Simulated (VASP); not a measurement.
# InSb in VASP: further runs, part 3 of 3

VASP 6.6.1.

### Step 5. Single point, PBEsol (volume scaled by 0.99)

Input file INCAR:

```
PREC = Accurate
ENCUT = 520
EDIFF = 1E-7
ISMEAR = -1
SIGMA = 0.05
LREAL = False
LASPH = True
NELM = 100
ALGO = Normal
ISIF = 2
LWAVE = False
LCHARG = False
GGA = PS
NBANDS = 16
```

Input file KPOINTS:

```
regular mesh
0
Gamma
  9 9 9
```

Input file POSCAR:

```
InSb
1.0
    0.0000000000      3.2282668087      3.2282668087
    3.2282668087      0.0000000000      3.2282668087
    3.2282668087      3.2282668087      0.0000000000
In Sb
1 1
Direct
    0.0000000000      0.0000000000      0.0000000000
    0.7500000000      0.7500000000      0.7500000000
```

Potentials or basis: VASP PAW PBE potentials, release 64 (In_d, Sb).

Started as:

```console
$ cat potpaw_PBE.64/In_d/POTCAR potpaw_PBE.64/Sb/POTCAR > POTCAR
$ mpirun -np 1 vasp_std > vasp.out
```

OUTCAR:

```text
PREC = Accurate
   ENCUT = 520
   EDIFF = 1E-7
   ISMEAR = -1
   LREAL = False
   LASPH = True
   NELM = 100
   ISIF = 2
   GGA = PS

 ion  position               nearest neighbor table
   1  0.000  0.000  0.000-   2 2.80   2 2.80   2 2.80   2 2.80
   2  0.750  0.750  0.750-   1 2.80   1 2.80   1 2.80   1 2.80

  LATTYP: Found a face centered cubic cell.
 ALAT       =     6.4565336174

  Lattice vectors:

 A1 = (   0.0000000000,   3.2282668087,   3.2282668087)
 A2 = (   3.2282668087,   0.0000000000,   3.2282668087)
 A3 = (   3.2282668087,   3.2282668087,   0.0000000000)

Analysis of symmetry for initial positions (statically):
=====================================================================
 Subroutine PRICEL returns:
 Original cell was already a primitive cell.

 Routine SETGRP: Setting up the symmetry group for a
 face centered cubic supercell.

 Subroutine GETGRP returns: Found 24 space group operations
 (whereof 24 operations were pure point group operations)
 out of a pool of 48 trial point group operations.

The static configuration has the point symmetry T_d .

Analysis of symmetry for dynamics (positions and initial velocities):
=====================================================================
 Subroutine PRICEL returns:
 Original cell was already a primitive cell.

 Routine SETGRP: Setting up the symmetry group for a
 face centered cubic supercell.

 Subroutine GETGRP returns: Found 24 space group operations
 (whereof 24 operations were pure point group operations)
 out of a pool of 48 trial point group operations.

The dynamic configuration has the point symmetry T_d .

 Subroutine INISYM returns: Found 24 space group operations
 (whereof 24 operations are pure point group operations),
 and found     1 'primitive' translations

----------------------------------------------------------------------------------------

                                     Primitive cell

  volume of cell :      67.2881

  direct lattice vectors                    reciprocal lattice vectors
     0.000000000  3.228266809  3.228266809    -0.154881870  0.154881870  0.154881870
     3.228266809  0.000000000  3.228266809     0.154881870 -0.154881870  0.154881870
     3.228266809  3.228266809  0.000000000     0.154881870  0.154881870 -0.154881870

  length of vectors
     4.565458704  4.565458704  4.565458704     0.268263268  0.268263268  0.268263268

  position of ions in fractional coordinates (direct lattice)
     0.000000000  0.000000000  0.000000000
     0.750000000  0.750000000  0.750000000

  ion indices of the primitive-cell ions
   primitive index   ion index
                 1           1
                 2           2

----------------------------------------------------------------------------------------

 KPOINTS: regular mesh

Automatic generation of k-mesh.
 Grid dimensions read from file:
 generate k-points for:    9    9    9

 Generating k-lattice:

  Cartesian coordinates                     Fractional coordinates (reciprocal lattice)
    -0.017209097  0.017209097  0.017209097     0.111111111  0.000000000  0.000000000
     0.017209097 -0.017209097  0.017209097     0.000000000  0.111111111  0.000000000
     0.017209097  0.017209097 -0.017209097     0.000000000  0.000000000  0.111111111

  Length of vectors
     0.029807030  0.029807030  0.029807030

  Shift w.r.t. Gamma in fractional coordinates (k-lattice)
     0.000000000  0.000000000  0.000000000

 Subroutine IBZKPT returns following result:
 ===========================================

 Found     35 irreducible k-points:

 Following reciprocal coordinates:
            Coordinates               Weight
  0.000000  0.000000  0.000000      1.000000
  0.111111  0.000000  0.000000      8.000000
  0.222222  0.000000  0.000000      8.000000
  0.333333  0.000000  0.000000      8.000000
  0.444444  0.000000  0.000000      8.000000
  0.111111  0.111111  0.000000      6.000000
[... 16 lines left out ...]
 -0.333333  0.333333  0.000000     12.000000
  0.444444  0.444444  0.000000      6.000000
 [... further k-points ...]
   k-points           NKPTS =     35   k-points in BZ     NKDIM =     35   number of bands    NBANDS=     16
   number of dos      NEDOS =    301   number of ions     NIONS =      2
   total plane-waves  NPLWV =  46656
   dimension x,y,z NGX =    36 NGY =   36 NGZ =   36
   dimension x,y,z NGXF=    72 NGYF=   72 NGZF=   72
   ions per type =               1   1
   NGX,Y,Z   is equivalent  to a cutoff of  13.11, 13.11, 13.11 a.u.
   NGXF,Y,Z  is equivalent  to a cutoff of  26.22, 26.22, 26.22 a.u.
 SYSTEM =  unknown system
   PREC   = accura    normal or accurate (medium, high low for compatibility)
   ISTART =      0    job   : 0-new  1-cont  2-samecut
   ICHARG =      2    charge: 1-file 2-atom 10-const
   ISPIN  =      1    spin polarized calculation?
   LNONCOLLINEAR =      F non collinear calculations
   LSORBIT =      F    spin-orbit coupling
   LASPH  =      T    aspherical Exc in radial PAW
   ENCUT  =  520.0 eV  38.22 Ry    6.18 a.u.   8.49  8.49  8.49*2*pi/ulx,y,z
   NELM   =    100;   NELMIN=  2; NELMDL= -5     # of ELM steps
   EDIFF  = 0.1E-06   stopping-criterion for ELM
   LREAL  =      F    real-space projection
   EDIFFG = 0.1E-05   stopping-criterion for IOM
   NSW    =      0    number of steps for IOM
   IBRION =     -1    ionic relax: 0-MD 1-quasi-New 2-CG
   NFREE  =      0    steps in history (QN), initial steepest desc. (CG)
   ISIF   =      2    stress and relaxation
   ISYM   =      2    0-nonsym 1-usesym 2-fastsym
   POTIM  = 0.5000    time-step for ionic-motion
   TEBEG  =    0.0;   TEEND  =   0.0 temperature during run
   PSTRESS=    0.0 pullay stress
   NELECT =      18.0000    total number of electrons
   NUPDOWN=      -1.0000    fix difference up-down
   EMIN   =  10.00;   EMAX   =-10.00  energy-range for DOS
   EFERMI =   0.00;   METHOD = LEGACY
   ISMEAR =    -1;   SIGMA  =   0.05  broadening in eV -4-tet -1-fermi 0-gaus
   EFERMI_NEDOS =   21; number of points for ismear=-14 and -15
   IALGO  =     38    algorithm
   IMIX   =      4    mixing-type and parameters
     AMIX     =   0.40;   BMIX     =  1.00
     AMIX_MAG =   1.60;   BMIX_MAG =  1.00
  volume/ion in A,a.u.               =      33.64       227.04
  Fermi-wavevector in a.u.,A,eV,Ry     =   1.054839  1.993357 15.139008  1.112686
  Thomas-Fermi vector in A             =   2.190015
   LORBIT       =      0    0 simple, 1 ext, 2 COOP (PROOUT), +10 PAW based schemes
   GGA     = PS    functional components
   LHFCALC =     F    Hartree Fock is set to
   AEXX    =    0.0000 exact exchange contribution
   IVDW    =     0    specifies the selected vdW correction
   LEPSILON=     F    determine dielectric tensor
   LRPA    =     F    only Hartree local field effects (RPA)
 non-spin polarized calculation
  energy-cutoff  :      520.00
  volume of cell :       67.29
 maximum number of plane-waves:      1837
 NGX is ok and might be reduce to    36
   NGX = 17   NGY = 17   NGZ = 17

 number of electron      17.9999995 magnetization

 Free energy of the ion-electron system (eV)
  ---------------------------------------------------
  ext. energy  EPLUGINS =         0.00000000
  ---------------------------------------------------
  free energy    TOTEN  =        -7.68999310 eV

  energy without entropy =       -7.68957002  energy(sigma->0) =       -7.68978156

 E-fermi :   5.1276     XC(G=0):  -8.9132

 val. band max:        5.0738050038   @ k =   0.0000   0.0000   0.0000
 cond. band min:       5.5816783511   @ k =   0.4444   0.0000   0.0000
 fundamental gap:      0.5078733473
 Fermi energy:         5.1275568524

 k-point     1 :       0.0000    0.0000    0.0000
  band No.  band energies     occupation
      1      -9.4913      2.00000
      2      -9.4913      2.00000
      3      -9.4913      2.00000
      4      -9.4017      2.00000
      5      -9.4017      2.00000
      6      -5.7430      2.00000
[... 8 lines left out ...]
     15      13.3804      0.00000
     16      13.3804      0.00000

 k-point     2 :       0.1111    0.0000    0.0000
  band No.  band energies     occupation
      1      -9.4975      2.00000
      2      -9.4886      2.00000
      3      -9.4886      2.00000
      4      -9.4019      2.00000
      5      -9.4019      2.00000
      6      -5.6284      2.00000
[... 8 lines left out ...]
     15      12.6176      0.00000
     16      12.6176      0.00000
[... 387 lines left out ...]
      5      -9.3999      2.00000
      6      -3.8825      2.00000
[... 8 lines left out ...]
     15      12.8384      0.00000
     16      16.0373      0.00000

 k-point    24 :       0.4444    0.4444    0.0000
  band No.  band energies     occupation
      1      -9.5749      2.00000
      2      -9.4460      2.00000
      3      -9.4460      2.00000
      4      -9.4220      2.00000
      5      -9.3924      2.00000
      6      -3.8365      2.00000
[... 8 lines left out ...]
     15      15.1688      0.00000
     16      15.8180      0.00000

 [... further k-points ...]
[... 5 lines left out ...]
  --------------------------------------------------------------------------------------
  -------------------------------------------------------------------------------------
  Total        0.5681623      0.5681623      0.5681623      0.0000000      0.0000000     -0.0000000
  in kB       13.5283475     13.5283475     13.5283475      0.0000000      0.0000000     -0.0000000
  external PRESSURE =      13.5283475 kB  Pullay stress =       0.0000000 kB

 VOLUME and BASIS-vectors are now :
 -----------------------------------------------------------------------------
  energy-cutoff  :      520.00
  volume of cell :       67.29
      direct lattice vectors                 reciprocal lattice vectors
     0.000000000  3.228266809  3.228266809    -0.154881870  0.154881870  0.154881870
     3.228266809  0.000000000  3.228266809     0.154881870 -0.154881870  0.154881870
     3.228266809  3.228266809  0.000000000     0.154881870  0.154881870 -0.154881870

 POSITION                                       TOTAL-FORCE (eV/Angst)
 -----------------------------------------------------------------------------------
      0.00000      0.00000      0.00000         0.000000      0.000000      0.000000
      4.84240      4.84240      4.84240        -0.000000     -0.000000     -0.000000
 -----------------------------------------------------------------------------------
    total drift:                                0.000000      0.000000      0.000000

  FREE ENERGIE OF THE ION-ELECTRON SYSTEM (eV)
  ---------------------------------------------------
  free  energy   TOTEN  =        -7.6899931005 eV

  energy  without entropy=       -7.6895700158  energy(sigma->0) =       -7.68978156
```

Wall time 42 s (1 thread of AMD EPYC 7R13 (Zen 3), shared host); peak memory 0.19 GiB.

What came out:

```
Free energy            : -7.6900 eV
Pressure               : 1.4 GPa
Band gap on the k mesh : zero (filled and empty bands touch)
```

Caveat: the PAW data sets were made with another functional, which shifts forces and pressure a little; spin-orbit coupling is left out, which moves the levels of the heavy elements.

### Step 6. Summary

```csv
cell,gap on the mesh (eV),pressure (GPa)
"a = 4.535, b = 4.535, c = 4.489 Å, angles 60.3, 60.3, 59.3°, 2 atoms",none,2.9
"a = 4.558, b = 4.558, c = 4.535 Å, angles 60.2, 60.2, 59.7°, 2 atoms",none,1.9
"a = 4.519 Å, angles 60.0°, 2 atoms",none,3.0
"a = 4.565 Å, angles 60.0°, 2 atoms",none,1.4
```

Alike in all rows: task single point; level PBEsol; potentials or basis VASP PAW PBE potentials, release 64 (In_d, Sb); no spin polarisation; k mesh 9 × 9 × 9; cutoff (eV) 520; smearing fermi-dirac 0.05 eV.

Caveats: the PAW data sets were made with another functional, which shifts forces and pressure a little; spin-orbit coupling is left out, which moves the levels of the heavy elements.

Total energies depend on the potentials used, so only differences within one code and one set of settings carry meaning.
